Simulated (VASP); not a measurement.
Here is a VASP 6.6.1 calculation.

File INCAR:

```
PREC = Accurate ; ENCUT = 520
EDIFF = 1E-6 ; ISMEAR = 0
SIGMA = 0.01 ; LREAL = Auto
LASPH = T ; NELM = 200
ALGO = Normal ; ISIF = 2
LWAVE = F ; LCHARG = T
ISPIN = 2 ; MAGMOM = 0.25 0 0 0 0 0 0 0 0 0.25 0 0.25 0 0 0 0.25 0 0 0 0 0 0 0 0 0 0 0 0 0 0 0 0 0 0 0 0 0 0 0 0 0 0 0 0 0 0 0 0 0 0 0 0 0
LORBIT = 11 ; GGA = PE
LELF = T ; LVHAR = T
NELECT = 209.0 ; NBANDS = 142
GGA_COMPAT = F
```

The input KPOINTS:

```
regular mesh
0
Gamma
  1 1 1
```

The input POSCAR:

```
Al27N26
1.0
    6.6047613005      0.0000000000      6.6047613005
    6.6047613005      6.6047613005      0.0000000000
    0.0000000000      6.6047613005      6.6047613005
Al N
27 26
Direct
    0.3359743472      0.3359743472     -0.0079230415
    0.3336053179      0.6671745224     -0.0003899201
    0.3336053179     -0.0003899201     -0.0003899201
    0.6671745224      0.3336053179     -0.0003899201
    0.6666571134      0.6666571134      0.0000286597
    0.6671745224     -0.0003899201     -0.0003899201
   -0.0003899201      0.3336053179     -0.0003899201
   -0.0003899201      0.6671745224     -0.0003899201
    0.0000000000      0.0000000000      0.0000000000
    0.3359743472      0.3359743472      0.3359743472
    0.3338075205      0.6661924795      0.3338075205
    0.3359743472     -0.0079230415      0.3359743472
    0.6661924795      0.3338075205      0.3338075205
    0.6661924795      0.6661924795      0.3338075205
    0.6671745224     -0.0003899201      0.3336053179
   -0.0079230415      0.3359743472      0.3359743472
   -0.0003899201      0.6671745224      0.3336053179
   -0.0003899201     -0.0003899201      0.3336053179
    0.3338075205      0.3338075205      0.6661924795
    0.3338075205      0.6661924795      0.6661924795
    0.3336053179     -0.0003899201      0.6671745224
    0.6661924795      0.3338075205      0.6661924795
    0.6666571134      0.6666571134      0.6666571134
    0.6666571134      0.0000286597      0.6666571134
   -0.0003899201      0.3336053179      0.6671745224
    0.0000286597      0.6666571134      0.6666571134
   -0.0003899201     -0.0003899201      0.6671745224
    0.2496153429      0.5831806870      0.2496153429
    0.2496153429      0.9175886272      0.2496153429
    0.5831806870      0.2496153429      0.2496153429
    0.5832606201      0.5832606201      0.2502181398
    0.5831806870      0.9175886272      0.2496153429
    0.9175886272      0.2496153429      0.2496153429
    0.9175886272      0.5831806870      0.2496153429
    0.9166078697      0.9166078697      0.2501763908
    0.2496153429      0.2496153429      0.5831806870
    0.2502181398      0.5832606201      0.5832606201
    0.2496153429      0.9175886272      0.5831806870
    0.5832606201      0.2502181398      0.5832606201
    0.5832606201      0.5832606201      0.5832606201
    0.5833079555      0.9166920445      0.5833079555
    0.9175886272      0.2496153429      0.5831806870
    0.9166920445      0.5833079555      0.5833079555
    0.9166920445      0.9166920445      0.5833079555
    0.2496153429      0.2496153429      0.9175886272
    0.2496153429      0.5831806870      0.9175886272
    0.2501763908      0.9166078697      0.9166078697
    0.5831806870      0.2496153429      0.9175886272
    0.5833079555      0.5833079555      0.9166920445
    0.5833079555      0.9166920445      0.9166920445
    0.9166078697      0.2501763908      0.9166078697
    0.9166920445      0.5833079555      0.9166920445
    0.9166078697      0.9166078697      0.9166078697
```

Potentials or basis: VASP PAW PBE potentials, release 64 (Al, N).

Run with:

```bash
$ cat potpaw_PBE.64/Al/POTCAR potpaw_PBE.64/N/POTCAR > POTCAR
$ mpirun -np 1 vasp_gam > vasp.out
```

**Question.** Predict the largest force.

**Answer.** 0.015 eV/Å.

**Question.** Predict the site moments.

**Answer.** Al -0.00, +0.00; N +0.02, +0.03, +0.05 μB.

Forces on the atoms (eV/Å):
```
Al   0.008 -0.008 -0.008
Al  -0.010  0.003 -0.003
Al  -0.003  0.010 -0.003
Al  -0.010 -0.003  0.003
Al   0.000  0.000  0.000
Al   0.003  0.010  0.003
Al  -0.003 -0.003  0.010
Al   0.003  0.003  0.010
Al   0.000  0.000  0.000
Al   0.008  0.008  0.008
Al   0.000  0.000 -0.006
Al  -0.008 -0.008  0.008
Al   0.000 -0.006  0.000
Al   0.006  0.000  0.000
Al   0.003 -0.003 -0.010
Al  -0.008  0.008 -0.008
Al   0.003 -0.010 -0.003
Al   0.010 -0.003 -0.003
Al  -0.006  0.000  0.000
Al   0.000  0.006  0.000
Al  -0.003  0.003 -0.010
Al   0.000  0.000  0.006
Al   0.000  0.000  0.000
Al   0.000  0.000  0.000
Al  -0.003 -0.010  0.003
Al   0.000  0.000  0.000
Al   0.010  0.003  0.003
N    0.004  0.004 -0.014
N   -0.004 -0.004 -0.014
N    0.004 -0.014  0.004
N    0.005 -0.005 -0.005
N    0.014 -0.004  0.004
N   -0.004 -0.014 -0.004
N    0.014  0.004 -0.004
N   -0.001  0.001  0.001
N   -0.014  0.004  0.004
N   -0.005  0.005 -0.005
N   -0.004  0.014  0.004
N   -0.005 -0.005  0.005
N    0.005  0.005  0.005
N    0.000  0.000  0.010
N   -0.004  0.004  0.014
N    0.000  0.010  0.000
N   -0.010  0.000  0.000
N   -0.014 -0.004 -0.004
N    0.004  0.014 -0.004
N    0.001 -0.001  0.001
N    0.004 -0.004  0.014
N    0.010  0.000  0.000
N    0.000 -0.010  0.000
N    0.001  0.001 -0.001
N    0.000  0.000 -0.010
N   -0.001 -0.001 -0.001
```

Caveat: the k points lie up to 0.82 Å⁻¹ apart; the cell carries a net charge on a neutralising background, which shifts energy and pressure.
